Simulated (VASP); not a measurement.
Here is a VASP 6.6.1 calculation.

The input INCAR:

```
SYSTEM = MgS
  ALGO = Normal
  EDIFF = 1E-8
  ENCUT = 520
  GGA = PE
  GGA_COMPAT = .False.
  ISIF = 2
  ISMEAR = -1
  LASPH = .True.
  LCHARG = .False.
  LEFG = .True.
  LREAL = .False.
  LWAVE = .False.
  NBANDS = 11
  NELM = 120
  PREC = Accurate
  SIGMA = 0.03
```

Contents of KPOINTS:

```
k-points
0
Gamma
  10 10 10
  0 0 0
```

File POSCAR:

```
MgS
1.0
    0.0000000000      2.5797863613      2.5797863613
    2.5797863613      0.0000000000      2.5797863613
    2.5797863613      2.5797863613      0.0000000000
Mg S
1 1
Direct
    0.0000000000      0.0000000000      0.0000000000
    0.5000000000      0.5000000000      0.5000000000
```

Potentials or basis: VASP PAW PBE potentials, release 64 (Mg, S).

Run with:

```sh
$ cat potpaw_PBE.64/Mg/POTCAR potpaw_PBE.64/S/POTCAR > POTCAR
$ mpirun -np 1 vasp_std > vasp.out
```

Problem. What does it give for the band gap on the k mesh?

Solution. 2.83 eV, indirect (least direct gap 3.91 eV).

Problem. Predict the pressure.

Solution. 2.9 GPa.

Caveat: without QUAD_EFG the Cq values of the log hold for a quadrupole moment of 1 mb, not for the nuclei. A k mesh can miss the band edges.
